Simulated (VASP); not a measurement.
Si3As2, 5 atoms in the cell. It takes space group P-3m1 (No. 164, trigonal). Conventional cell: a = 4.518 Å, b = 4.518 Å, c = 5.337 Å, α = 90.00°, β = 90.00°, γ = 120.00°. Si (site symmetry -3m) has 6 Si at 2.87 Å and 6 As at 2.95 Å within 3.8 Å. Within 3.6 Å of Si (site symmetry 3m) lie 5 As at 2.56 to 2.78 Å and 6 Si at 2.87 to 3.53 Å. Within 3.4 Å of As (site symmetry 3m) lie 8 Si at 2.56 to 2.95 Å. 

```yaml
Program: VASP 6.6.1
Task: single point
Functional: PBE
Potentials_or_basis: VASP PAW PBE potentials, release 64 (Si, As)
Cutoff: 520 eV
k_mesh: 12 × 12 × 8
Occupations: gaussian, width 0.1 eV
Spin: no spin polarisation
Dipole_correction: no
Further_INCAR_settings: ALGO = Normal; EDIFF = 1e-06; NBANDS = 19
```

Potentials or basis: VASP PAW PBE potentials, release 64 (Si, As).

Command:

```bash
$ cat potpaw_PBE.64/Si/POTCAR potpaw_PBE.64/As/POTCAR > POTCAR
$ mpirun -np 1 vasp_std > vasp.out
```

Hardware: 1 thread of AMD EPYC 9R45 96-Core Processor (Zen 5) (shared host).

How long does it take, and how much memory?

Wall time 2 min on 1 thread of AMD EPYC 9R45 96-Core Processor (Zen 5), with other jobs on the host, peak memory 0.32 GiB. Counts: scf iterations 13, k points 131.
